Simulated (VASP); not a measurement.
Set up this calculation in VASP 6.6.1, as the native input.

* Task: single point
* Functional: r2SCAN
* Potentials or basis: VASP PAW PBE potentials, release 64 (Rb_sv, Br)
* Cutoff: 520 eV
* k mesh: 6 × 6 × 6
* Occupations: gaussian, width 0.02 eV
* Spin: no spin polarisation
* Dipole correction: no
* Further INCAR settings: ALGO = Normal; EDIFF = 1e-06; NBANDS = 15

The system is RbBr.

```xyz
2
Lattice="3.9404 0.0000 0.0000 0.0000 4.1596 0.0000 0.0000 0.0000 4.1596" Properties=species:S:1:pos:R:3 pbc="T T T"
Rb    0.0000    0.0000    0.0000
Br    1.9702    2.0798    2.0798
```

These files were run (other wordings do the same):

POSCAR

```
RbBr
1.0
    3.9404038215      0.0000000000      0.0000000000
    0.0000000000      4.1596381553      0.0000000000
    0.0000000000      0.0000000000      4.1596381553
Rb Br
1 1
Direct
    0.0000000000      0.0000000000      0.0000000000
    0.5000000000      0.5000000000      0.5000000000
```

INCAR.step1

```
PREC = Accurate ; ENCUT = 520
ISMEAR = 0 ; SIGMA = 0.02
LREAL = F ; LASPH = T
NELM = 100 ; NBANDS = 15
GGA = PE ; ALGO = Normal
EDIFF = 1E-4 ; LWAVE = T
LCHARG = F
```

INCAR.step2

```
PREC = Accurate ; ENCUT = 520
EDIFF = 1E-6 ; ISMEAR = 0
SIGMA = 0.02 ; LREAL = F
LASPH = T ; NELM = 100
ALGO = Normal ; ISIF = 2
LWAVE = F ; LCHARG = F
METAGGA = R2SCAN ; LMIXTAU = T
NBANDS = 15 ; ISTART = 1
```

KPOINTS

```
regular mesh
0
Gamma
  6 6 6
```

Potentials or basis: VASP PAW PBE potentials, release 64 (Rb_sv, Br).

Run with:

```sh
$ cat potpaw_PBE.64/Rb_sv/POTCAR potpaw_PBE.64/Br/POTCAR > POTCAR
$ cp INCAR.step1 INCAR
$ mpirun -np 1 vasp_std > vasp.out
$ cp INCAR.step2 INCAR
$ mpirun -np 1 vasp_std > vasp.out
```

It gave:

```
Pressure               : 0.6 GPa
Band gap on the k mesh : 4.73 eV (least direct gap 4.86 eV)
```

Caveat: the PAW data sets were made with another functional, which shifts forces and pressure a little.

Run time: 52 s on 1 thread of Intel(R) Xeon(R) 6975P-C (Granite Rapids), with other jobs on the host, peak memory 0.2 GiB.
